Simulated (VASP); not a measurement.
Runs of VASP 6.6.1 on Ga4As3P. The structure is that of space group P-43m (No. 215), or close to it. The cells are those of the table. 

```tsv
task	cell	k mesh	cutoff (eV)	smearing	k mesh for the DOS	occupations for the DOS	gap on the mesh (eV)	pressure (GPa)	largest force (eV/Å)
single point	a = 5.676 Å, 8 atoms	4 × 4 × 4	520	gaussian 0.1 eV	-	-	0.52	0.4	(a)
single point	a = 5.494 Å, 8 atoms	4 × 4 × 4	520	gaussian 0.1 eV	-	-	1.30	8.6	-
relaxation of cell and atoms	relaxed from a = 5.494 Å, 8 atoms	4 × 4 × 4	600	gaussian 0.1 eV	-	-	0.49	0.2	-
single point	a = 5.683 Å, 8 atoms	6 × 6 × 6	520	gaussian 0.02 eV	-	-	0.49	0.2	(b)
```

Alike in all rows: level PBE; potentials or basis VASP PAW PBE potentials, release 64 (Ga_d, P, As); no spin polarisation.

Problem. Fill in the values left out.

Solution. (a) 0.02; (b) 0.01.

A k mesh can miss the band edges, and the runs leave out spin-orbit coupling on As, Ga.
